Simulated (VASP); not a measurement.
# Ga4Sb5 in VASP: a series of runs, part 2 of 2

VASP 6.6.1. Earlier steps stand in the parts before.

### Step 3. Single point, PBEsol

Contents of INCAR:

```
SYSTEM = Ga4Sb5
PREC     = Accurate       ! precision mode
ENCUT    = 520            ! plane-wave cutoff, eV
EDIFF    = 1E-6           ! SCF threshold, eV
ISMEAR   = 0              ! smearing method
SIGMA    = 0.1            ! smearing width, eV
LREAL    = .FALSE.        ! projectors in reciprocal space
LASPH    = .TRUE.         ! aspherical terms in the spheres
NELM     = 80             ! most SCF steps
ALGO     = Normal         ! electronic algorithm
ISIF     = 2              ! what is computed and relaxed
LWAVE    = .FALSE.        ! write WAVECAR
LCHARG   = .FALSE.        ! write CHGCAR
LDIPOL   = .TRUE.       
IDIPOL   = 3            
DIPOL    = 0.5 0.5 0.500
GGA      = PS             ! functional
NBANDS   = 48             ! bands
```

Contents of KPOINTS:

```
regular mesh
0
G
  8 8 1
  0 0 0
```

Contents of POSCAR:

```
Ga4Sb5
1.0
    4.3212908981      0.0000000000      0.0000000000
    0.0000000000      4.3212908981      0.0000000000
    0.0000000000      0.0000000000     27.2224563901
Sb Ga
5 4
Direct
    0.0000000000      0.5000000000      0.2745247231
    0.5000000000      0.0000000000      0.3875508863
    0.0000000000      0.5000000000      0.5000000027
    0.5000000000      0.0000000000      0.6124491410
    0.0000000000      0.5000000000      0.7254753673
    0.5000000000      0.5000000000      0.3304359413
    0.0000000000      0.0000000000      0.4435182028
    0.5000000000      0.5000000000      0.5564817325
    0.0000000000      0.0000000000      0.6695640029
```

Potentials or basis: VASP PAW PBE potentials, release 64 (Sb, Ga_d).

The run is started by

```bash
$ cat potpaw_PBE.64/Sb/POTCAR potpaw_PBE.64/Ga_d/POTCAR > POTCAR
$ mpirun -np 1 vasp_std > vasp.out
```

OUTCAR:

```text
SYSTEM = Ga4Sb5
   PREC = Accurate
   ENCUT = 520
   EDIFF = 1E-6
   ISMEAR = 0
   LREAL = .FALSE.
   LASPH = .TRUE.
   NELM = 80
   ISIF = 2
   GGA = PS

 ion  position               nearest neighbor table
   1  0.000  0.500  0.275-   6 2.64   6 2.64
   2  0.500  0.000  0.388-   7 2.64   7 2.64   6 2.66   6 2.66
   3  0.000  0.500  0.500-   8 2.65   8 2.65   7 2.65   7 2.65
   4  0.500  0.000  0.612-   8 2.64   8 2.64   9 2.66   9 2.66
   5  0.000  0.500  0.725-   9 2.64   9 2.64
   6  0.500  0.500  0.330-   1 2.64   1 2.64   2 2.66   2 2.66
   7  0.000  0.000  0.444-   2 2.64   2 2.64   3 2.65   3 2.65
   8  0.500  0.500  0.556-   4 2.64   4 2.64   3 2.65   3 2.65
   9  0.000  0.000  0.670-   5 2.64   5 2.64   4 2.66   4 2.66

  LATTYP: Found a simple tetragonal cell.
 ALAT       =     4.3212908981
 C/A-ratio  =     6.2996120909

  Lattice vectors:

 A1 = (   4.3212908981,   0.0000000000,   0.0000000000)
 A2 = (   0.0000000000,   4.3212908981,   0.0000000000)
 A3 = (   0.0000000000,   0.0000000000,  27.2224563901)

Analysis of symmetry for initial positions (statically):
=====================================================================
 Subroutine PRICEL returns:
 Original cell was already a primitive cell.

 Routine SETGRP: Setting up the symmetry group for a
 simple tetragonal supercell.

 Subroutine GETGRP returns: Found  8 space group operations
 (whereof  4 operations were pure point group operations)
 out of a pool of 16 trial point group operations.

The static configuration has the point symmetry C_2v.
 The point group associated with its full space group is D_2d.

Analysis of symmetry for dynamics (positions and initial velocities):
=====================================================================
 Subroutine PRICEL returns:
 Original cell was already a primitive cell.

 Routine SETGRP: Setting up the symmetry group for a
 simple tetragonal supercell.

 Subroutine GETGRP returns: Found  8 space group operations
 (whereof  4 operations were pure point group operations)
 out of a pool of 16 trial point group operations.

The dynamic configuration has the point symmetry C_2v.
 The point group associated with its full space group is D_2d.

 Subroutine INISYM returns: Found  8 space group operations
 (whereof  4 operations are pure point group operations),
 and found     1 'primitive' translations

----------------------------------------------------------------------------------------

                                     Primitive cell

  volume of cell :     508.3400

  direct lattice vectors                    reciprocal lattice vectors
     4.321290898  0.000000000  0.000000000     0.231412331  0.000000000  0.000000000
     0.000000000  4.321290898  0.000000000     0.000000000  0.231412331  0.000000000
     0.000000000  0.000000000 27.222456390     0.000000000  0.000000000  0.036734378

  length of vectors
     4.321290898  4.321290898 27.222456390     0.231412331  0.231412331  0.036734378

  position of ions in fractional coordinates (direct lattice)
     0.000000000  0.500000000  0.274524723
     0.500000000  0.000000000  0.387550886
     0.000000000  0.500000000  0.500000003
     0.500000000  0.000000000  0.612449141
[... 62 lines left out ...]
   number of dos      NEDOS =    301   number of ions     NIONS =      9
   total plane-waves  NPLWV = 215040
   dimension x,y,z NGX =    32 NGY =   32 NGZ =  210
   dimension x,y,z NGXF=    64 NGYF=   64 NGZF=  420
   ions per type =               5   4
   NGX,Y,Z   is equivalent  to a cutoff of  12.31, 12.31, 12.82 a.u.
   NGXF,Y,Z  is equivalent  to a cutoff of  24.62, 24.62, 25.65 a.u.
 SYSTEM =  Ga4Sb5
   PREC   = accura    normal or accurate (medium, high low for compatibility)
   ISTART =      0    job   : 0-new  1-cont  2-samecut
   ICHARG =      2    charge: 1-file 2-atom 10-const
   ISPIN  =      1    spin polarized calculation?
   LNONCOLLINEAR =      F non collinear calculations
   LSORBIT =      F    spin-orbit coupling
   LASPH  =      T    aspherical Exc in radial PAW
   ENCUT  =  520.0 eV  38.22 Ry    6.18 a.u.   8.03  8.03 50.62*2*pi/ulx,y,z
   NELM   =     80;   NELMIN=  2; NELMDL= -5     # of ELM steps
   EDIFF  = 0.1E-05   stopping-criterion for ELM
   LREAL  =      F    real-space projection
   EDIFFG = 0.1E-04   stopping-criterion for IOM
   NSW    =      0    number of steps for IOM
   IBRION =     -1    ionic relax: 0-MD 1-quasi-New 2-CG
   NFREE  =      0    steps in history (QN), initial steepest desc. (CG)
   ISIF   =      2    stress and relaxation
   ISYM   =      2    0-nonsym 1-usesym 2-fastsym
   POTIM  = 0.5000    time-step for ionic-motion
   TEBEG  =    0.0;   TEEND  =   0.0 temperature during run
   PSTRESS=    0.0 pullay stress
   NELECT =      77.0000    total number of electrons
   NUPDOWN=      -1.0000    fix difference up-down
   EMIN   =  10.00;   EMAX   =-10.00  energy-range for DOS
   EFERMI =   0.00;   METHOD = LEGACY
   ISMEAR =     0;   SIGMA  =   0.10  broadening in eV -4-tet -1-fermi 0-gaus
   EFERMI_NEDOS =   21; number of points for ismear=-14 and -15
   IALGO  =     38    algorithm
   IMIX   =      4    mixing-type and parameters
     AMIX     =   0.40;   BMIX     =  1.00
     AMIX_MAG =   1.60;   BMIX_MAG =  1.00
  volume/ion in A,a.u.               =      56.48       381.16
  Fermi-wavevector in a.u.,A,eV,Ry     =   0.872677  1.649121 10.361728  0.761566
  Thomas-Fermi vector in A             =   1.991960
   LORBIT       =      0    0 simple, 1 ext, 2 COOP (PROOUT), +10 PAW based schemes
   GGA     = PS    functional components
   LHFCALC =     F    Hartree Fock is set to
   AEXX    =    0.0000 exact exchange contribution
   IVDW    =     0    specifies the selected vdW correction
   LEPSILON=     F    determine dielectric tensor
   LRPA    =     F    only Hartree local field effects (RPA)
 non-spin polarized calculation
 Gauss-broadening in eV      SIGMA  =   0.10
  energy-cutoff  :      520.00
  volume of cell :      508.34
 maximum number of plane-waves:     13768
   NGX = 17   NGY = 17   NGZ =101

 number of electron      77.0000057 magnetization

 dipolmoment           0.000000      0.000000     -0.000004 electrons x Angstroem

 Free energy of the ion-electron system (eV)
  ---------------------------------------------------
  ext. energy  EPLUGINS =         0.00000000
  ---------------------------------------------------
  free energy    TOTEN  =       -34.64053798 eV

  energy without entropy =      -34.61299115  energy(sigma->0) =      -34.62676456

 E-fermi :  -0.3257     XC(G=0):  -5.3627

 val. band max:       -0.3526541266   @ k =   0.1250   0.1250   0.0000
 cond. band min:      -0.2876827324   @ k =   0.1250   0.0000   0.0000
 fundamental gap:      0.0649713942
 Fermi energy:        -0.3256888006

 k-point     1 :       0.0000    0.0000    0.0000
  band No.  band energies     occupation
      1     -15.0024      2.00000
      2     -14.9801      2.00000
      3     -14.9636      2.00000
      4     -14.9636      2.00000
      5     -14.9507      2.00000
      6     -14.9507      2.00000
[... 754 lines left out ...]
     47       3.0830      0.00000
     48       3.7501      0.00000

------------------------ aborting loop because EDIFF is reached ----------------------------------------

 vacuum level on the upper side and lower side of the slab       (xc-potential included)        -0.129        -0.129

  FORCE on cell =-STRESS in cart. coord.  units (eV):
  Direction    XX          YY          ZZ          XY          YZ          ZX
  --------------------------------------------------------------------------------------
  -------------------------------------------------------------------------------------
  Total       -3.3086784     -3.3086784      0.1311358      0.0000000      0.0000000      0.0000000
  in kB      -10.4282352    -10.4282352      0.4133114      0.0000000      0.0000000      0.0000000
  external PRESSURE =      -6.8143863 kB  Pullay stress =       0.0000000 kB

 VOLUME and BASIS-vectors are now :
 -----------------------------------------------------------------------------
  energy-cutoff  :      520.00
  volume of cell :      508.34
      direct lattice vectors                 reciprocal lattice vectors
     4.321290898  0.000000000  0.000000000     0.231412331  0.000000000  0.000000000
     0.000000000  4.321290898  0.000000000     0.000000000  0.231412331  0.000000000
     0.000000000  0.000000000 27.222456390     0.000000000  0.000000000  0.036734378

 POSITION                                       TOTAL-FORCE (eV/Angst)
 -----------------------------------------------------------------------------------
      0.00000      2.16065      7.47324         0.000000      0.000000     -0.012626
      2.16065      0.00000     10.55009         0.000000      0.000000      0.002966
      0.00000      2.16065     13.61123         0.000000      0.000000      0.000000
      2.16065      0.00000     16.67237         0.000000      0.000000     -0.002966
      0.00000      2.16065     19.74922         0.000000      0.000000      0.012626
      2.16065      2.16065      8.99528         0.000000      0.000000     -0.000755
      0.00000      0.00000     12.07365         0.000000      0.000000      0.002065
      2.16065      2.16065     15.14880         0.000000      0.000000     -0.002065
      0.00000      0.00000     18.22718         0.000000      0.000000      0.000755
 -----------------------------------------------------------------------------------
    total drift:                                0.000000     -0.000000      0.000874

  FREE ENERGIE OF THE ION-ELECTRON SYSTEM (eV)
  ---------------------------------------------------
  free  energy   TOTEN  =       -34.6405379817 eV

  energy  without entropy=      -34.6129911460  energy(sigma->0) =      -34.62676456

 vacuum level on the upper side and lower side of the slab         4.920         4.920
```

Run time: 23 min. Hardware: 1 thread of AMD EPYC 7R13, shared host; peak memory 0.62 GiB.

Results:

```
Free energy   : -34.6405 eV
Largest force : 0.013 eV/Å
```

Forces on the atoms (eV/Å):
```
Sb   0.000  0.000 -0.013
Sb   0.000  0.000  0.003
Sb   0.000  0.000  0.000
Sb   0.000  0.000 -0.003
Sb   0.000  0.000  0.013
Ga   0.000  0.000 -0.001
Ga   0.000  0.000  0.002
Ga   0.000  0.000 -0.002
Ga   0.000  0.000  0.001
```

Caveat: the PAW data sets were made with another functional, which shifts forces and pressure a little; spin-orbit coupling is left out, which moves the levels of the heavy elements.
